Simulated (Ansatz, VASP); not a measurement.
## AlRu in VASP and in Ansatz

Contents of INCAR:

```
SYSTEM = AlRu
PREC = Accurate
ENCUT = 520
EDIFF = 1E-6
ISMEAR = -1
SIGMA = 0.05
LREAL = .False.
LASPH = .True.
NELM = 80
ALGO = Normal
ISIF = 2
LWAVE = .False.
LCHARG = .False.
GGA = PS
NBANDS = 16
```

Contents of KPOINTS:

```
regular mesh
0
Gamma
  12 12 12
  0 0 0
```

Contents of POSCAR:

```
AlRu
1.0
    2.9916000000      0.0299160000      0.0299160000
    0.0299160000      2.9916000000      0.0299160000
    0.0299160000      0.0299160000      2.9916000000
Al Ru
1 1
Direct
    0.0000000000      0.0000000000      0.0000000000
    0.5000000000      0.5000000000      0.5000000000
```

Input for Ansatz:

```yaml
crystal:
  lattice:
    - [2.9916, 0.029916, 0.029916]
    - [0.029916, 2.9916, 0.029916]
    - [0.029916, 0.029916, 2.9916]
  atoms:
    - { symbol: Al, position: [0.0, 0.0, 0.0] }
    - { symbol: Ru, position: [0.5, 0.5, 0.5] }
kpoints:
  mp_grid: { grid: [12, 12, 12] }
  band_path:
    path:
      - [0.0, 0.0, 0.0]
      - [0.5, 0.5, 0.5]
      - [0.5193194925, 0.4806805075, 0.5]
      - [0.5, -0.4806805075, 0.4806805075]
      - [0.5, 0.0, 0.0]
      - [0.0, 0.0, 0.0]
      - [0.4903402537, -0.4903402537, 0.0]
      - [0.5096597463, 0.0, 0.4903402537]
      - [0.5, 0.0, 0.5]
    npoints: 5
scf:
  occupations: { method: fermi_dirac, width: 0.05 }
hamiltonian:
  xc: pbesol
  pseudopotentials: { kind: all_electron, lapw: { basis_error: 0.001 } }
output:
  forces: true
  stress: true
  eigenvalues: true
```

Change from the starting cell: equal xy, yz and zx shear strains of +2 %.

Alike in both runs: task single point; functional PBEsol; k mesh 12 × 12 × 12; occupations fermi-dirac, width 0.05 eV; no spin polarisation.

```csv
,VASP,Ansatz
version,VASP 6.6.1,Ansatz 0.2.0
potentials or method,"VASP PAW PBE potentials, release 64 (Al, Ru_pv), cutoff 520 eV","all-electron LAPW, scalar-relativistic"
```

```csv
,VASP,Ansatz,Ansatz less VASP
pressure (GPa),-3.1,-3.2,-0.10
"traceless stress, the component that is largest in VASP (GPa)",-2.42,-2.42,+0.005
```

VASP's potentials were made for PBE, not for PBEsol. Ansatz ran all-electron here, and VASP with PAW potentials.
